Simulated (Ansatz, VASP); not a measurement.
# Two plane-wave programs on Sc

INCAR

```
SYSTEM = Sc
ALGO     = Normal         ! electronic algorithm
EDIFF    = 1E-7           ! SCF threshold, eV
ENCUT    = 520            ! plane-wave cutoff, eV
GGA      = PS             ! functional
ISIF     = 2              ! what is computed and relaxed
ISMEAR   = 0              ! smearing method
LASPH    = .True.         ! aspherical terms in the spheres
LCHARG   = .False.        ! write CHGCAR
LREAL    = .False.        ! projectors in reciprocal space
LWAVE    = .False.        ! write WAVECAR
NBANDS   = 12             ! bands
NELM     = 60             ! most SCF steps
PREC     = Accurate       ! precision mode
SIGMA    = 0.15           ! smearing width, eV
```

File KPOINTS:

```
k-points
0
Gamma
  18 18 18
  0 0 0
```

POSCAR

```
Sc
1.0
    0.0000000000      2.1569750000      2.3840250000
    2.1569750000      0.0000000000      2.3840250000
    2.1569750000      2.1569750000      0.0000000000
Sc
1
Direct
    0.0000000000      0.0000000000      0.0000000000
```

Input for Ansatz:

```yaml
crystal:
  lattice:
    - [0.0, 2.156975, 2.384025]
    - [2.156975, 0.0, 2.384025]
    - [2.156975, 2.156975, 0.0]
  atoms:
    - { symbol: Sc, position: [0.0, 0.0, 0.0] }
basis:
  ecutwfc: 420
kpoints:
  mp_grid: { grid: [18, 18, 18] }
hamiltonian:
  xc: pbesol
scf:
  occupations: { method: gaussian, width: 0.15 }
output:
  forces: true
  stress: true
  eigenvalues: true
  write_density: true
  write_potential: true
  elf: true
  volumetric_format: npy
```

Change from the starting cell: strain -0.050 along x and y, +0.050 along z, atoms carried along.

Alike in both runs: task single point; functional PBEsol; k mesh 18 × 18 × 18; occupations gaussian, width 0.15 eV; no spin polarisation.

```csv
,VASP,Ansatz
version,VASP 6.6.1,Ansatz 0.2.0
potentials or method,"VASP PAW PBE potentials, release 64 (Sc_sv), cutoff 520 eV","scalar-relativistic, plane waves, PAW"
valence electrons in the cell,11,11
```

```csv
,VASP,Ansatz,Ansatz less VASP
gap on the k mesh at the Fermi level (eV),none,none,-
pressure (GPa),3.6,3.6,-0.02
"traceless stress, the component that is largest in VASP (GPa)",-2.37,-2.36,+0.012
```

VASP's potentials were made for PBE, not for PBEsol. A gap of «none» marks a metal or a gap that the smearing closes. The functional is the same, so the differences come from potentials, cutoffs and numerics.
